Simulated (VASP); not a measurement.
# BaTiO3 (Pm-3m) in VASP: a series of runs, part 2 of 2

VASP 6.6.1. The steps go on from the part before.

### 4 Single point, LDA (volume scaled by 1.040)

INCAR reads:

```
  PREC = Accurate
  ENCUT = 910
  EDIFF = 1E-6
  ISMEAR = 0
  SIGMA = 0.05
  LREAL = False
  LASPH = True
  NELM = 120
  ALGO = Normal
  ISIF = 2
  LWAVE = False
  LCHARG = False
  GGA = CA
  NBANDS = 28
  GGA_COMPAT = False
```

KPOINTS reads:

```
Automatic mesh
0
Gamma
  6 6 6
```

POSCAR reads:

```
BaTiO3
1.0
    3.9863042853      0.0000000000      0.0000000000
    0.0000000000      3.9863042853      0.0000000000
    0.0000000000      0.0000000000      3.9863042853
Ba Ti O
1 1 3
Direct
    0.5000000000      0.5000000000      0.5000000000
    0.0000000000      0.0000000000      0.0000000000
    0.5000000000      0.0000000000      0.0000000000
    0.0000000000      0.5000000000      0.0000000000
    0.0000000000      0.0000000000      0.5000000000
```

Command:

```console
cat potpaw_LDA.64/Ba_sv/POTCAR potpaw_LDA.64/Ti_sv/POTCAR potpaw_LDA.64/O_h/POTCAR > POTCAR
mpirun -np 1 vasp_std > vasp.out
```

Wall time 63 s (1 thread of Intel Xeon Platinum 8259CL at 2.50GHz (Skylake/Cascade Lake), shared host); peak memory 0.26 GiB.

Results (log left out):

```yaml
Free_energy: -44.1563 eV
Pressure: -5.2 GPa
Band_gap_on_the_k_mesh: 1.68 eV, indirect (least direct gap 1.81 eV)
```

Levels at points of the mesh, in eV from the valence-band top:
| k point | band 16 | band 17 | band 18 | band 19 | band 20 | band 21 | band 22 | band 23 | band 24 | band 25 |
| --- | --- | --- | --- | --- | --- | --- | --- | --- | --- | --- |
| (0.00, 0.00, 0.00) | -1.13 | -1.13 | -0.13 | -0.13 | -0.13 | 1.68 | 1.68 | 1.68 | 4.03 | 4.03 |
| (0.50, 0.00, 0.00) | -2.01 | -1.87 | -1.87 | -0.72 | -0.72 | 1.85 | 3.52 | 3.52 | 4.04 | 6.08 |
| (0.50, 0.50, 0.00) | -2.80 | -1.72 | -0.86 | -0.86 | -0.09 | 3.53 | 3.53 | 3.94 | 4.90 | 7.84 |
| (0.50, 0.50, 0.50) | -2.40 | -2.40 | 0.00 | 0.00 | 0.00 | 4.22 | 4.22 | 4.22 | 6.71 | 6.71 |

Caveat: the cell differs from its parent crystal (volume scaled by 1.040); the cutoff is under 1.25 times the usual one of these potentials, so pressure, stress and relaxed cells hold a basis-set (Pulay) error; spin-orbit coupling is left out, which moves the levels of the heavy elements. A k mesh can miss the band edges.

### 5 Single point, LDA

This run uses another cell than the first one, of 12.18 Å³/atom, 0.962 times its volume.

INCAR reads:

```
SYSTEM = BaTiO3
PREC     = Accurate       ! precision mode
ENCUT    = 910            ! plane-wave cutoff, eV
EDIFF    = 1E-6           ! SCF threshold, eV
ISMEAR   = 0              ! smearing method
SIGMA    = 0.05           ! smearing width, eV
LREAL    = .False.        ! projectors in reciprocal space
LASPH    = .True.         ! aspherical terms in the spheres
NELM     = 120            ! most SCF steps
ALGO     = Normal         ! electronic algorithm
ISIF     = 2              ! what is computed and relaxed
LWAVE    = .False.        ! write WAVECAR
LCHARG   = .False.        ! write CHGCAR
NBANDS   = 28             ! bands
GGA_COMPAT= .False.
```

KPOINTS reads:

```
regular mesh
0
Gamma
  6 6 6
  0 0 0
```

Edit POSCAR of step 4 so:

```diff
@@ -2,5 +2,5 @@
 1.0
-    3.9863042853      0.0000000000      0.0000000000
-    0.0000000000      3.9863042853      0.0000000000
-    0.0000000000      0.0000000000      3.9863042853
+    3.9345282394      0.0000000000      0.0000000000
+    0.0000000000      3.9345282394      0.0000000000
+    0.0000000000      0.0000000000      3.9345282394
 Ba Ti O
```

Command:

```console
cat potpaw_LDA.64/Ba_sv/POTCAR potpaw_LDA.64/Ti_sv/POTCAR potpaw_LDA.64/O_h/POTCAR > POTCAR
mpirun -np 1 vasp_std > vasp.out
```

Wall time 47 s (1 thread of AMD EPYC 9R45 (Zen 5), shared host); peak memory 0.22 GiB.

The run converged. Its results:

- Free energy: -44.1745 eV
- Pressure: 2.2 GPa
- Band gap on the k mesh: 1.75 eV, indirect (least direct gap 1.84 eV)

Levels at points of the mesh, in eV from the valence-band top:
| k point | band 18 | band 19 | band 20 | band 21 | band 22 | band 23 |
| --- | --- | --- | --- | --- | --- | --- |
| (0.00, 0.00, 0.00) | -0.08 | -0.08 | -0.08 | 1.75 | 1.75 | 1.75 |
| (0.50, 0.00, 0.00) | -1.92 | -0.71 | -0.71 | 1.94 | 3.72 | 3.72 |
| (0.50, 0.50, 0.00) | -0.83 | -0.83 | -0.10 | 3.73 | 3.73 | 4.16 |
| (0.50, 0.50, 0.50) | 0.00 | 0.00 | 0.00 | 4.47 | 4.47 | 4.47 |

Caveat: the cutoff is under 1.25 times the usual one of these potentials, so pressure, stress and relaxed cells hold a basis-set (Pulay) error; spin-orbit coupling is left out, which moves the levels of the heavy elements. A k mesh can miss the band edges.

### 6 Single point, LDA (volume scaled by 0.960)

INCAR reads:

```
PREC = Accurate
ENCUT = 910
EDIFF = 1E-6
ISMEAR = 0
SIGMA = 0.05
LREAL = False
LASPH = True
NELM = 120
ALGO = Normal
ISIF = 2
LWAVE = False
LCHARG = False
NBANDS = 28
GGA_COMPAT = False
```

KPOINTS reads:

```
Automatic mesh
0
Gamma
  6 6 6
```

Edit POSCAR of step 5 so:

```diff
@@ -2,5 +2,5 @@
 1.0
-    3.9345282394      0.0000000000      0.0000000000
-    0.0000000000      3.9345282394      0.0000000000
-    0.0000000000      0.0000000000      3.9345282394
+    3.8813524203      0.0000000000      0.0000000000
+    0.0000000000      3.8813524203      0.0000000000
+    0.0000000000      0.0000000000      3.8813524203
 Ba Ti O
```

Potentials or basis: VASP PAW LDA potentials, release 64 (Ba_sv, Ti_sv, O_h).

Command:

```console
cat potpaw_LDA.64/Ba_sv/POTCAR potpaw_LDA.64/Ti_sv/POTCAR potpaw_LDA.64/O_h/POTCAR > POTCAR
mpirun -np 1 vasp_std > vasp.out
```

Run time: 35 s. Hardware: 1 thread of Intel Xeon 6975P-C (Granite Rapids), shared host; peak memory 0.25 GiB.

It converged, with:

```
Free energy            : -44.0671 eV
Pressure               : 11.4 GPa
Band gap on the k mesh : 1.83 eV, indirect (least direct gap 1.86 eV)
```

Levels at points of the mesh, in eV from the valence-band top:
| k point | band 18 | band 19 | band 20 | band 21 | band 22 | band 23 |
| --- | --- | --- | --- | --- | --- | --- |
| (0.00, 0.00, 0.00) | -0.03 | -0.03 | -0.03 | 1.83 | 1.83 | 1.83 |
| (0.50, 0.00, 0.00) | -1.96 | -0.70 | -0.70 | 2.04 | 3.94 | 3.94 |
| (0.50, 0.50, 0.00) | -0.79 | -0.79 | -0.11 | 3.95 | 3.95 | 4.39 |
| (0.50, 0.50, 0.50) | 0.00 | 0.00 | 0.00 | 4.74 | 4.74 | 4.74 |

Caveat: the cell differs from its parent crystal (volume scaled by 0.960); the cutoff is under 1.25 times the usual one of these potentials, so pressure, stress and relaxed cells hold a basis-set (Pulay) error; spin-orbit coupling is left out, which moves the levels of the heavy elements. A k mesh can miss the band edges.

### 7 Single point, LDA (volume scaled by 0.980)

INCAR reads:

```
SYSTEM = BaTiO3
  PREC = Accurate
  ENCUT = 910
  EDIFF = 1E-6
  ISMEAR = 0
  SIGMA = 0.05
  LREAL = .FALSE.
  LASPH = .TRUE.
  NELM = 120
  ALGO = Normal
  ISIF = 2
  LWAVE = .FALSE.
  LCHARG = .TRUE.
  GGA = CA
  LELF = .TRUE.
  LVHAR = .TRUE.
  NBANDS = 28
  GGA_COMPAT = .FALSE.
```

KPOINTS reads:

```
Automatic mesh
0
G
  6 6 6
  0 0 0
```

Edit POSCAR of step 6 so:

```diff
@@ -2,5 +2,5 @@
 1.0
-    3.8813524203      0.0000000000      0.0000000000
-    0.0000000000      3.8813524203      0.0000000000
-    0.0000000000      0.0000000000      3.8813524203
+    3.9081212139      0.0000000000      0.0000000000
+    0.0000000000      3.9081212139      0.0000000000
+    0.0000000000      0.0000000000      3.9081212139
 Ba Ti O
```

Command:

```console
cat potpaw_LDA.64/Ba_sv/POTCAR potpaw_LDA.64/Ti_sv/POTCAR potpaw_LDA.64/O_h/POTCAR > POTCAR
mpirun -np 1 vasp_std > vasp.out
```

Wall time 32 s (1 thread of Intel Xeon 6975P-C (Granite Rapids), shared host); peak memory 0.25 GiB.

It converged, with:

```
Free energy            : -44.1382 eV
Pressure               : 6.6 GPa
Band gap on the k mesh : 1.79 eV, indirect (least direct gap 1.85 eV)
```

Levels at points of the mesh, in eV from the valence-band top:
```
           k point  band 18  band 19  band 20  band 21  band 22  band 23
(0.00, 0.00, 0.00)    -0.06    -0.06    -0.06     1.79     1.79     1.79
(0.50, 0.00, 0.00)    -1.94    -0.71    -0.71     1.99     3.83     3.83
(0.50, 0.50, 0.00)    -0.81    -0.81    -0.10     3.84     3.84     4.27
(0.50, 0.50, 0.50)     0.00     0.00     0.00     4.60     4.60     4.60
```

Caveat: the cell differs from its parent crystal (volume scaled by 0.980); the cutoff is under 1.25 times the usual one of these potentials, so pressure, stress and relaxed cells hold a basis-set (Pulay) error; spin-orbit coupling is left out, which moves the levels of the heavy elements. A k mesh can miss the band edges.

### 8 The runs side by side

| potentials or basis | cell | cutoff (eV) | second run | gap on the mesh (eV) | pressure (GPa) |
| --- | --- | --- | --- | --- | --- |
| VASP PAW LDA potentials, release 64 (Ba_sv, Ti_sv, O) | a = 3.986 Å, 5 atoms | 520 | - | 1.68 | -4.8 |
| VASP PAW LDA potentials, release 64 (Ba_sv, Ti_sv, O_h) | a = 3.961 Å, 5 atoms | 910 | hard_potentials | 1.72 | -1.7 |
| VASP PAW LDA potentials, release 64 (Ba_sv, Ti_sv, O_h) | a = 3.986 Å, 5 atoms | 910 | hard_potentials | 1.68 | -5.2 |
| VASP PAW LDA potentials, release 64 (Ba_sv, Ti_sv, O_h) | a = 3.935 Å, 5 atoms | 910 | hard_potentials | 1.75 | 2.2 |
| VASP PAW LDA potentials, release 64 (Ba_sv, Ti_sv, O_h) | a = 3.881 Å, 5 atoms | 910 | hard_potentials | 1.83 | 11.4 |
| VASP PAW LDA potentials, release 64 (Ba_sv, Ti_sv, O_h) | a = 3.908 Å, 5 atoms | 910 | hard_potentials | 1.79 | 6.6 |

Alike in all rows: task single point; level LDA; no spin polarisation; k mesh 6 × 6 × 6; smearing gaussian 0.05 eV.

Caveats: spin-orbit coupling is left out, which moves the levels of the heavy elements; the cutoff is under 1.25 times the usual one of these potentials, so pressure, stress and relaxed cells hold a basis-set (Pulay) error (some runs).

Total energies depend on the potentials used, so only differences within one code and one set of settings carry meaning.
